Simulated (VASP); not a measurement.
Pd, 8 atoms in the cell. It takes space group Fm-3m (No. 225, cubic). Conventional cell: a = 3.893 Å, b = 3.893 Å, c = 3.893 Å, α = 90.00°, β = 90.00°, γ = 90.00°. Within 3.6 Å of Pd (site symmetry m-3m) lie 12 Pd at 2.75 Å. 

- Program: VASP 6.6.1
- Task: electric field gradients
- Functional: LDA
- Potentials or basis: VASP PAW LDA potentials, release 64 (Pd)
- Cutoff: 520 eV
- k mesh: 7 × 7 × 7
- Occupations: fermi-dirac, width 0.05 eV
- Spin: no spin polarisation
- Dipole correction: no
- Further INCAR settings: ALGO = Normal; EDIFF = 1e-08; NBANDS = 50

Potentials or basis: VASP PAW LDA potentials, release 64 (Pd).

Command:

```bash
$ cat potpaw_LDA.64/Pd/POTCAR > POTCAR
$ mpirun -np 1 vasp_std > vasp.out
```

Hardware: 1 thread of Intel(R) Xeon(R) Platinum 8488C (Sapphire Rapids) (shared host).

How long does it take, and how much memory?

It took 82 s on 1 thread of Intel(R) Xeon(R) Platinum 8488C (Sapphire Rapids), on a shared host, peak memory 0.25 GiB. Counts: scf iterations 13, k points 20.
